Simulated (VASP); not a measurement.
The system is BAs.

```
B As
1.0
     0.00000    2.19742    2.48404
     2.19742    0.00000    2.48404
     2.19742    2.19742    0.00000
B As
1 1
Direct
  0.00000 0.00000 0.00000
  0.75000 0.75000 0.75000
```

This cell differs from its parent crystal: strain -0.080 along x and y, +0.040 along z.

Base run:

- Program: VASP 6.6.1
- Functional: LDA
- Potentials or basis: VASP PAW LDA potentials, release 64 (B, As_d)
- Cutoff: 600 eV
- k mesh: 10 × 10 × 10
- Occupations: gaussian, width 0.05 eV
- Spin: no spin polarisation

Its results: pressure 17.9 GPa.

**Question.** The run is repeated on the same cell with these changes: potentials or basis from VASP PAW LDA potentials, release 64 (B, As_d) to VASP PAW LDA potentials, release 64 (B, As); cutoff from 600 eV to 520 eV; further incar settings from ALGO = Normal; EDIFF = 1e-06; NBANDS = 16 to ALGO = Normal; EDIFF = 1e-07; NBANDS = 11; valence electrons from 18 to 8. What comes out?

**Answer.** Pressure 19.0 GPa.
